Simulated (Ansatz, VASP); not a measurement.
## One calculation of SiC, two programs

POSCAR

```
SiC
1.0
    0.0000000000      2.1780523476      2.1780523476
    2.1780523476      0.0000000000      2.1780523476
    2.1780523476      2.1780523476      0.0000000000
Si C
1 1
Direct
    0.0000000000      0.0000000000      0.0000000000
    0.2500000000      0.2500000000      0.2500000000
```

Contents of INCAR.step1:

```
SYSTEM = SiC
PREC = Accurate ; ENCUT = 520
EDIFF = 1E-5 ; ISMEAR = 1
SIGMA = 0.001 ; LREAL = .False.
LASPH = .True. ; NELM = 100
ALGO = Normal ; ISIF = 2
LWAVE = .True. ; LCHARG = .False.
GGA = PE ; NBANDS = 11
```

File INCAR.step2:

```
SYSTEM = SiC
PREC = Accurate ; ENCUT = 520
EDIFF = 1E-6 ; ISMEAR = 1
SIGMA = 0.001 ; LREAL = .False.
LASPH = .True. ; NELM = 100
ALGO = Normal ; ISIF = 2
LWAVE = .False. ; LCHARG = .False.
GGA = PE ; LHFCALC = .True.
HFSCREEN = 0.2079 ; PRECFOCK = Normal
ISTART = 1 ; NBANDS = 11
```

File KPOINTS:

```
regular mesh
0
Gamma
  4 4 4
  0 0 0
```

Input for Ansatz:

```yaml
crystal:
  lattice:
    - [0.0, 2.1780523476, 2.1780523476]
    - [2.1780523476, 0.0, 2.1780523476]
    - [2.1780523476, 2.1780523476, 0.0]
  atoms:
    - { symbol: Si, position: [0.0, 0.0, 0.0] }
    - { symbol: C, position: [0.25, 0.25, 0.25] }
kpoints:
  mp_grid: { grid: [4, 4, 4] }
hamiltonian:
  xc: hse06
scf:
  occupations: { method: methfessel_paxton, width: 0.001 }
  n_extra_bands: 4
output:
  forces: true
  stress: true
  eigenvalues: true
```

Alike in both runs: task single point; functional HSE06; k mesh 4 × 4 × 4; occupations methfessel-paxton of order 1, width 0.001 eV; no spin polarisation.

```csv
,VASP,Ansatz
version,VASP 6.6.1,Ansatz 0.2.0
potentials or method,"VASP PAW PBE potentials, release 64 (Si, C)",plane waves
plane-wave cutoff (eV),520,420
valence electrons in the cell,8,8
```

Ansatz gave:

* gap on the k mesh at the Fermi level (eV): 2.23
* pressure (GPa): -0.7

What did VASP give for the same quantities?

gap on the k mesh at the Fermi level (eV): 2.24; pressure (GPa): -1.2.

The functional is the same, so the differences come from potentials, cutoffs and numerics. Ansatz's warnings: stress exchange threshold loose, stress scf threshold loose.

The k mesh is coarse, so the values compare programs but aren't converged.
